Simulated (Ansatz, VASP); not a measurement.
## BiH2 in VASP and in Ansatz

File INCAR:

```
PREC     = Accurate       # precision mode
ENCUT    = 600            # plane-wave cutoff, eV
EDIFF    = 1E-7           # SCF threshold, eV
ISMEAR   = 0              # smearing method
SIGMA    = 0.1            # smearing width, eV
LREAL    = False          # projectors in reciprocal space
LASPH    = True           # aspherical terms in the spheres
NELM     = 100            # most SCF steps
ALGO     = Normal         # electronic algorithm
ISIF     = 3              # what is computed and relaxed
LWAVE    = False          # write WAVECAR
LCHARG   = False          # write CHGCAR
GGA      = PE             # functional
IBRION   = 2              # ionic algorithm
NSW      = 90             # ionic steps
EDIFFG   = -0.04          # ionic threshold
```

The input KPOINTS:

```
Automatic mesh
0
Gamma
  6 6 4
```

File POSCAR:

```
BiH2
1.0
    2.7877479200      0.0000000000      0.0000000000
   -1.3938739600      2.4142605200      0.0000000000
    0.0000000000      0.0000000000      6.8823544900
Bi H
1 2
Direct
    0.0000000000      0.0000000000      0.5000000000
    0.0000000000      0.0000000000      0.3000020600
    0.0000000000      0.0000000000      0.6999979400
```

Input for Ansatz:

```yaml
crystal:
  lattice:
    - [2.78774792, 0.0, 0.0]
    - [-1.39387396, 2.41426052, 0.0]
    - [0.0, 0.0, 6.88235449]
  atoms:
    - { symbol: Bi, position: [0.0, 0.0, 0.5] }
    - { symbol: H, position: [0.0, 0.0, 0.30000206] }
    - { symbol: H, position: [0.0, 0.0, 0.69999794] }
basis:
  ecutwfc: 420
kpoints:
  mp_grid: { grid: [6, 6, 4] }
hamiltonian:
  xc: pbe
scf:
  occupations: { method: gaussian, width: 0.1 }
  lower_state_search: "off"
output:
  forces: true
  stress: true
  eigenvalues: true
relax:
  adjacent_minimum: "off"
  f_tol: 0.04
  max_steps: 70
  cell: { stress_tol: 0.4 }
```

Alike in both runs: task relaxation of cell and atoms; functional PBE; k mesh 6 × 6 × 4; occupations gaussian, width 0.1 eV; no spin polarisation.

```csv
,VASP,Ansatz
version,VASP 6.6.1,Ansatz 0.2.0
potentials or method,"VASP PAW PBE potentials, release 64 (Bi_d, H), cutoff 600 eV","scalar-relativistic, plane waves, PAW"
valence electrons in the cell,17,17
```

Ansatz gave:

```
gap on the k mesh at the Fermi level, each at its own relaxed structure (eV) : none
relaxed volume (Å³/atom)                                                     : 25.49
relaxed cell length with the largest relative difference (Å)                 : 7.876
```

Problem. What did VASP give for the same quantities?

Solution. gap on the k mesh at the Fermi level, each at its own relaxed structure (eV): none; relaxed volume (Å³/atom): 26.00; relaxed cell length with the largest relative difference (Å): 7.958.

A gap of «none» marks a metal or a gap that the smearing closes.

The k mesh is coarse, so the values compare programs but aren't converged. Neither program's run includes spin-orbit coupling. Noted on VASP's run: the volume moved by over 15 % at a fixed basis, so the end points are rough.
